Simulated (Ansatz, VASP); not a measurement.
Two plane-wave programs on Nb

```
Nb
1.0
    -1.60117    1.60117    1.60117
     1.60117   -1.60117    1.60117
     1.60117    1.60117   -1.60117
Nb
1
Direct
  0.00000 0.00000 0.00000
```

Alike in both runs: task single point; functional LDA; k mesh 22 × 22 × 22; occupations fermi-dirac, width 0.1 eV; no spin polarisation.

|  | VASP | Ansatz |
| --- | --- | --- |
| version | VASP 6.6.1 | Ansatz 0.2.0 |
| potentials or method | VASP PAW LDA potentials, release 64 (Nb_sv), cutoff 520 eV | plane waves (420 eV) with PAW, scalar-relativistic |
| valence electrons in the cell | 13 | 13 |

VASP gave:

| Item | Value |
| --- | --- |
| pressure (GPa) | 8.7 |

**Question.** Which values does Ansatz return?

**Answer.** Pressure (GPa): 8.8.

Ansatz warns that its potentials were made for another functional, while VASP's fit it. LDA's correlation is that of Perdew and Zunger in VASP and of Perdew and Wang (1992) in Ansatz.
